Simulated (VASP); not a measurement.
LiH, 4 atoms in the cell. Symmetry: P6_3/mmc, No. 194, hexagonal system. The conventional cell has a = 3.253 Å, b = 3.253 Å, c = 4.072 Å, α = 90.00°, β = 90.00°, γ = 120.00°. Li (site symmetry -6m2) has 5 H at 1.88 to 2.04 Å within 2.5 Å. Within 2.5 Å of H (site symmetry -6m2) lie 5 Li at 1.88 to 2.04 Å. 

| Item | Value |
| --- | --- |
| Program | VASP 6.6.1 |
| Task | single point |
| Functional | PBE |
| Potentials or basis | VASP PAW PBE potentials, release 64 (Li_sv, H) |
| Cutoff | 520 eV |
| k mesh | 12 × 12 × 8 |
| Occupations | fermi-dirac, width 0.02 eV |
| Spin | no spin polarisation |
| Dipole correction | no |
| Further INCAR settings | ALGO = Normal; EDIFF = 1e-06; NBANDS = 12 |

Potentials or basis: VASP PAW PBE potentials, release 64 (Li_sv, H).

Run with:

```console
$ cat potpaw_PBE.64/Li_sv/POTCAR potpaw_PBE.64/H/POTCAR > POTCAR
$ mpirun -np 1 vasp_std > vasp.out
```

Hardware: 1 thread of AMD EPYC 7R13 Processor (Zen 3), on a shared host.

Question: How long does it take, and how much memory?

Answer: Run time: 24 s on 1 thread of AMD EPYC 7R13 Processor (Zen 3) (shared host), peak memory 0.13 GiB. Counts: scf iterations 13, k points 95.
